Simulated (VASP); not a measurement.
# Zn3Cl (Pm-3m) in VASP: a series of runs, part 2 of 3

VASP 6.6.1. Earlier steps stand in the parts before.

## 3. Relaxation of cell and atoms, PBE

This run uses another cell than the first one, of 19.88 Å³/atom, 0.997 times its volume.

The input, INCAR:

```
ALGO = Normal ; EDIFF = 1E-6
EDIFFG = -0.01 ; ENCUT = 600
GGA = PE ; IBRION = 2
ISIF = 3 ; ISMEAR = 0
LASPH = T ; LCHARG = F
LREAL = F ; LWAVE = F
NELM = 100 ; NSW = 100
PREC = Accurate ; SIGMA = 0.1
```

The input, KPOINTS:

```
k-points
0
Gamma
  12 12 12
```

The input, POSCAR:

```
Zn3Cl
1.0
    4.3004988865      0.0000000000      0.0000000000
    0.0000000000      4.3004988865      0.0000000000
    0.0000000000      0.0000000000      4.3004988865
Zn Cl
3 1
Direct
    0.0000000000      0.5000000000      0.5000000000
    0.5000000000      0.0000000000      0.5000000000
    0.5000000000      0.5000000000      0.0000000000
    0.0000000000      0.0000000000      0.0000000000
```

Potentials or basis: VASP PAW PBE potentials, release 64 (Zn, Cl).

Command:

```sh
> cat potpaw_PBE.64/Zn/POTCAR potpaw_PBE.64/Cl/POTCAR > POTCAR
> mpirun -np 1 vasp_std > vasp.out
```

OUTCAR:

```text
EDIFF = 1E-6
   EDIFFG = -0.01
   ENCUT = 600
   GGA = PE
   IBRION = 2
   ISIF = 3
   ISMEAR = 0
   LASPH = T
   LREAL = F
   NELM = 100
   NSW = 100
   PREC = Accurate

 ion  position               nearest neighbor table
   1  0.000  0.500  0.500-   2 3.04   3 3.04   3 3.04   2 3.04   2 3.04   3 3.04   3 3.04   2 3.04

   2  0.500  0.000  0.500-   1 3.04   3 3.04   3 3.04   1 3.04   3 3.04   3 3.04   1 3.04   1 3.04

   3  0.500  0.500  0.000-   1 3.04   2 3.04   1 3.04   2 3.04   2 3.04   2 3.04   1 3.04   1 3.04

   4  0.000  0.000  0.000-

  LATTYP: Found a simple cubic cell.
 ALAT       =     4.3004988865

  Lattice vectors:

 A1 = (   4.3004988865,   0.0000000000,   0.0000000000)
 A2 = (   0.0000000000,   4.3004988865,   0.0000000000)
 A3 = (   0.0000000000,   0.0000000000,   4.3004988865)

Analysis of symmetry for initial positions (statically):
=====================================================================
 Subroutine PRICEL returns:
 Original cell was already a primitive cell.

 Routine SETGRP: Setting up the symmetry group for a
 simple cubic supercell.

 Subroutine GETGRP returns: Found 48 space group operations
 (whereof 48 operations were pure point group operations)
 out of a pool of 48 trial point group operations.

The static configuration has the point symmetry O_h .

Analysis of symmetry for dynamics (positions and initial velocities):
=====================================================================
 Subroutine PRICEL returns:
 Original cell was already a primitive cell.

 Routine SETGRP: Setting up the symmetry group for a
 simple cubic supercell.

 Subroutine GETGRP returns: Found 48 space group operations
 (whereof 48 operations were pure point group operations)
 out of a pool of 48 trial point group operations.

The dynamic configuration has the point symmetry O_h .

 Subroutine INISYM returns: Found 48 space group operations
 (whereof 48 operations are pure point group operations),
 and found     1 'primitive' translations

----------------------------------------------------------------------------------------

                                     Primitive cell

  volume of cell :      79.5347

  direct lattice vectors                    reciprocal lattice vectors
     4.300498886  0.000000000  0.000000000     0.232531161  0.000000000  0.000000000
     0.000000000  4.300498886  0.000000000     0.000000000  0.232531161  0.000000000
     0.000000000  0.000000000  4.300498886     0.000000000  0.000000000  0.232531161

  length of vectors
     4.300498886  4.300498886  4.300498886     0.232531161  0.232531161  0.232531161

  position of ions in fractional coordinates (direct lattice)
     0.000000000  0.500000000  0.500000000
     0.500000000  0.000000000  0.500000000
     0.500000000  0.500000000  0.000000000
     0.000000000  0.000000000  0.000000000

  ion indices of the primitive-cell ions
   primitive index   ion index
                 1           1
                 2           2
                 3           3
                 4           4

----------------------------------------------------------------------------------------

 KPOINTS: k-points

Automatic generation of k-mesh.
[... 25 lines left out ...]
  0.166667  0.000000  0.000000      6.000000
  0.250000  0.000000  0.000000      6.000000
  0.333333  0.000000  0.000000      6.000000
  0.416667  0.000000  0.000000      6.000000
[... 16 lines left out ...]
  0.333333  0.333333  0.000000     12.000000
  0.416667  0.333333  0.000000     24.000000
 [... further k-points ...]
   k-points           NKPTS =     84   k-points in BZ     NKDIM =     84   number of bands    NBANDS=     25
   number of dos      NEDOS =    301   number of ions     NIONS =      4
   total plane-waves  NPLWV =  46656
   dimension x,y,z NGX =    36 NGY =   36 NGZ =   36
   dimension x,y,z NGXF=    72 NGYF=   72 NGZF=   72
   ions per type =               3   1
   NGX,Y,Z   is equivalent  to a cutoff of  13.92, 13.92, 13.92 a.u.
   NGXF,Y,Z  is equivalent  to a cutoff of  27.83, 27.83, 27.83 a.u.
 SYSTEM =  unknown system
   PREC   = accura    normal or accurate (medium, high low for compatibility)
   ISTART =      0    job   : 0-new  1-cont  2-samecut
   ICHARG =      2    charge: 1-file 2-atom 10-const
   ISPIN  =      1    spin polarized calculation?
   LNONCOLLINEAR =      F non collinear calculations
   LSORBIT =      F    spin-orbit coupling
   LASPH  =      T    aspherical Exc in radial PAW
   ENCUT  =  600.0 eV  44.10 Ry    6.64 a.u.   8.59  8.59  8.59*2*pi/ulx,y,z
   NELM   =    100;   NELMIN=  2; NELMDL= -5     # of ELM steps
   EDIFF  = 0.1E-05   stopping-criterion for ELM
   LREAL  =      F    real-space projection
   EDIFFG = -.1E-01   stopping-criterion for IOM
   NSW    =    100    number of steps for IOM
   IBRION =      2    ionic relax: 0-MD 1-quasi-New 2-CG
   NFREE  =      1    steps in history (QN), initial steepest desc. (CG)
   ISIF   =      3    stress and relaxation
   ISYM   =      2    0-nonsym 1-usesym 2-fastsym
   POTIM  = 0.5000    time-step for ionic-motion
   TEBEG  =    0.0;   TEEND  =   0.0 temperature during run
   PSTRESS=    0.0 pullay stress
   NELECT =      43.0000    total number of electrons
   NUPDOWN=      -1.0000    fix difference up-down
   EMIN   =  10.00;   EMAX   =-10.00  energy-range for DOS
   EFERMI =   0.00;   METHOD = LEGACY
   ISMEAR =     0;   SIGMA  =   0.10  broadening in eV -4-tet -1-fermi 0-gaus
   EFERMI_NEDOS =   21; number of points for ismear=-14 and -15
   IALGO  =     38    algorithm
   IMIX   =      4    mixing-type and parameters
     AMIX     =   0.40;   BMIX     =  1.00
     AMIX_MAG =   1.60;   BMIX_MAG =  1.00
  volume/ion in A,a.u.               =      19.88       134.18
  Fermi-wavevector in a.u.,A,eV,Ry     =   1.333661  2.520254 24.200028  1.778652
  Thomas-Fermi vector in A             =   2.462502
   LORBIT       =      0    0 simple, 1 ext, 2 COOP (PROOUT), +10 PAW based schemes
   GGA     = PE    functional components
   LHFCALC =     F    Hartree Fock is set to
   AEXX    =    0.0000 exact exchange contribution
   IVDW    =     0    specifies the selected vdW correction
   LEPSILON=     F    determine dielectric tensor
   LRPA    =     F    only Hartree local field effects (RPA)
 conjugate gradient relaxation of ions
 non-spin polarized calculation
 Gauss-broadening in eV      SIGMA  =   0.10
  energy-cutoff  :      600.00
  volume of cell :       79.53
 maximum number of plane-waves:      2680
 NGX is ok and might be reduce to    36
   NGX = 17   NGY = 17   NGZ = 17

--------------------------------------- Ionic step        1  -------------------------------------------

 number of electron      42.9999969 magnetization

 Free energy of the ion-electron system (eV)
  ---------------------------------------------------
  ext. energy  EPLUGINS =         0.00000000
  ---------------------------------------------------
  free energy    TOTEN  =        -4.55874260 eV

  energy without entropy =       -4.54814557  energy(sigma->0) =       -4.55344409

------------------------ aborting loop because EDIFF is reached ----------------------------------------

  FORCE on cell =-STRESS in cart. coord.  units (eV):
  Direction    XX          YY          ZZ          XY          YZ          ZX
  --------------------------------------------------------------------------------------
  -------------------------------------------------------------------------------------
  Total        0.0747212      0.0747212      0.0747212     -0.0000000     -0.0000000      0.0000000
  in kB        1.5052126      1.5052126      1.5052126     -0.0000000     -0.0000000      0.0000000
  external PRESSURE =       1.5052126 kB  Pullay stress =       0.0000000 kB
[... 101 lines left out ...]
--------------------------------------- Ionic step        4  -------------------------------------------

 number of electron      42.9999966 magnetization

 Free energy of the ion-electron system (eV)
  ---------------------------------------------------
  ext. energy  EPLUGINS =         0.00000000
  ---------------------------------------------------
  free energy    TOTEN  =        -4.55894831 eV

  energy without entropy =       -4.54836823  energy(sigma->0) =       -4.55365827

 E-fermi :   2.1268     XC(G=0): -10.0443

 val. band max:        2.1109127255   @ k =   0.5000   0.5000   0.3333
 cond. band min:       2.1300064324   @ k =   0.3333   0.2500   0.0833
 fundamental gap:      0.0190937069
 Fermi energy:         2.1268464689

 k-point     1 :       0.0000    0.0000    0.0000
  band No.  band energies     occupation
      1     -13.7147      2.00000
      2      -5.1239      2.00000
      3      -4.8921      2.00000
      4      -4.8921      2.00000
      5      -4.8921      2.00000
      6      -4.8122      2.00000
[... 661 lines left out ...]
     24       5.1889      0.00000
     25       6.5630      0.00000

 [... further k-points ...]
[... 5 lines left out ...]
  --------------------------------------------------------------------------------------
  -------------------------------------------------------------------------------------
  Total       -0.0184124     -0.0184124     -0.0184124     -0.0000000      0.0000000     -0.0000000
  in kB       -0.3689437     -0.3689437     -0.3689437     -0.0000000      0.0000000     -0.0000000
  external PRESSURE =      -0.3689437 kB  Pullay stress =       0.0000000 kB
[... 19 lines left out ...]
  FREE ENERGIE OF THE ION-ELECTRON SYSTEM (eV)
  ---------------------------------------------------
  free  energy   TOTEN  =        -4.5589483066 eV

  energy  without entropy=       -4.5483682269  energy(sigma->0) =       -4.55365827

 reached required accuracy - stopping structural energy minimisation
```

OSZICAR:

```text
N       E                     dE             d eps       ncg     rms          rms(c)
DAV:   1     0.265489634040E+03    0.26549E+03   -0.22944E+04  4200   0.248E+03
DAV:   2     0.182307171967E+02   -0.24726E+03   -0.24420E+03  4298   0.430E+02
DAV:   3    -0.441719118474E+01   -0.22648E+02   -0.22176E+02  4874   0.119E+02
DAV:   4    -0.498808806488E+01   -0.57090E+00   -0.56647E+00  4448   0.176E+01
[... 29 lines left out ...]
DAV:   2    -0.455950489351E+01    0.47662E-02   -0.21481E-02  4433   0.252E+00    0.168E-01
DAV:   3    -0.455910588361E+01    0.39901E-03   -0.84950E-04  4253   0.195E-01    0.865E-02
DAV:   4    -0.455897651497E+01    0.12937E-03   -0.55463E-05  5052   0.853E-02    0.413E-02
DAV:   5    -0.455894843577E+01    0.28079E-04   -0.24235E-05  5547   0.535E-02    0.696E-03
DAV:   6    -0.455894830658E+01    0.12919E-06   -0.53918E-06  3730   0.192E-02
   4 F= -.45589483E+01 E0= -.45536583E+01  d E =-.205710E-03
```

CONTCAR:

```text
Zn3Cl
   1.00000000000000
     4.3081124702797053   -0.0000000000000000    0.0000000000000000
    -0.0000000000000000    4.3081124702797053    0.0000000000000000
    -0.0000000000000000   -0.0000000000000000    4.3081124702797053
  Zn              Cl
     3     1
Direct
     0.0000000000000000    0.5000000000000000    0.5000000000000000
     0.5000000000000000    0.0000000000000000    0.5000000000000000
     0.5000000000000000    0.5000000000000000    0.0000000000000000
     0.0000000000000000    0.0000000000000000    0.0000000000000000

  0.00000000E+00  0.00000000E+00  0.00000000E+00
  0.00000000E+00  0.00000000E+00  0.00000000E+00
  0.00000000E+00  0.00000000E+00  0.00000000E+00
  0.00000000E+00  0.00000000E+00  0.00000000E+00
```

Run time: 5 min. Hardware: 1 thread of Intel Xeon Platinum 8259CL at 2.50GHz (Skylake/Cascade Lake), shared host; peak memory 0.33 GiB.

Results:

```yaml
Free_energy: -4.5589 eV
Relaxed_volume: 19.99 Å³/atom
Relaxed_cell: a = 4.308 Å, b = 4.308 Å, c = 4.308 Å, α = 90.00°, β = 90.00°, γ = 90.00°
Space_group_after_relaxing_to_0.05_Å: Pm-3m (No. 221)
Energy_gained_by_relaxing: 0.1 meV/atom
Ionic_steps: 4
Pressure_after_relaxing: 0.0 GPa
```

The path:
```tsv
step	energy change (eV)	largest force (eV/Å)	pressure (GPa)	volume (Å³)
1	0.0000	0.0000	0.15	79.53
2	-0.0002	0.0000	0.10	79.75
3	-0.0001	0.0000	-0.12	80.20
4	-0.0002	0.0000	-0.04	79.96
```

Final structure:
```xyz
4
Lattice="4.3081 0.0000 0.0000 0.0000 4.3081 0.0000 0.0000 0.0000 4.3081" Properties=species:S:1:pos:R:3 pbc="T T T"
Zn    0.0000    2.1541    2.1541
Zn    2.1541    0.0000    2.1541
Zn    2.1541    2.1541    0.0000
Cl    0.0000    0.0000    0.0000
```

Levels at points of the mesh, in eV from the Fermi level:
| k point | band 18 | band 19 | band 20 | band 21 | band 22 | band 23 | band 24 | band 25 |
| --- | --- | --- | --- | --- | --- | --- | --- | --- |
| (0.00, 0.00, 0.00) | -4.26 | -4.26 | -4.26 | 0.76 | 0.76 | 2.56 | 2.56 | 2.56 |
| (0.50, 0.00, 0.00) | -3.70 | -3.70 | -3.25 | -1.54 | 1.93 | 2.07 | 2.07 | 3.37 |
| (0.50, 0.50, 0.00) | -5.33 | -3.98 | -3.39 | -0.04 | -0.04 | 0.67 | 4.12 | 4.12 |
| (0.50, 0.50, 0.50) | -5.01 | -5.01 | -1.75 | -1.75 | -1.75 | -1.65 | 3.66 | 3.66 |

Caveat: an odd number of electrons without spin polarisation forces a metal; a magnetic or distorted state may lie lower.

## 4. Single point, PBE

This run uses another cell than the first one, of 19.88 Å³/atom, 0.997 times its volume.

The input, INCAR:

```
  ALGO = Normal
  EDIFF = 1E-6
  ENCUT = 520
  GGA = PE
  ISIF = 2
  ISMEAR = 0
  LASPH = T
  LCHARG = T
  LELF = T
  LREAL = F
  LVHAR = T
  LWAVE = F
  NBANDS = 30
  NELM = 100
  PREC = Accurate
  SIGMA = 0.1
```

The input, KPOINTS:

```
k-points
0
Gamma
  4 4 4
```

POSCAR is that of step 3.

Command:

```sh
> cat potpaw_PBE.64/Zn/POTCAR potpaw_PBE.64/Cl/POTCAR > POTCAR
> mpirun -np 1 vasp_std > vasp.out
```

Wall time 17 s (1 thread of Intel Xeon Platinum 8259CL at 2.50GHz (Skylake/Cascade Lake), shared host); peak memory 0.17 GiB.

The run converged. Its results:

```yaml
Free_energy: -4.5539 eV
Pressure: 0.2 GPa
```

Levels at points of the mesh, in eV from the Fermi level:
| k point | band 18 | band 19 | band 20 | band 21 | band 22 | band 23 | band 24 | band 25 |
| --- | --- | --- | --- | --- | --- | --- | --- | --- |
| (0.00, 0.00, 0.00) | -4.36 | -4.36 | -4.36 | 0.75 | 0.75 | 2.54 | 2.54 | 2.54 |
| (0.50, 0.00, 0.00) | -3.80 | -3.80 | -3.28 | -1.60 | 1.94 | 2.04 | 2.04 | 3.33 |
| (0.50, 0.50, 0.00) | -5.39 | -4.01 | -3.48 | -0.07 | -0.07 | 0.64 | 4.09 | 4.09 |
| (0.50, 0.50, 0.50) | -5.11 | -5.11 | -1.77 | -1.77 | -1.77 | -1.68 | 3.63 | 3.63 |

Caveat: the k points lie up to 0.37 Å⁻¹ apart; an odd number of electrons without spin polarisation forces a metal; a magnetic or distorted state may lie lower.

(Continued in part 3 of 3.)
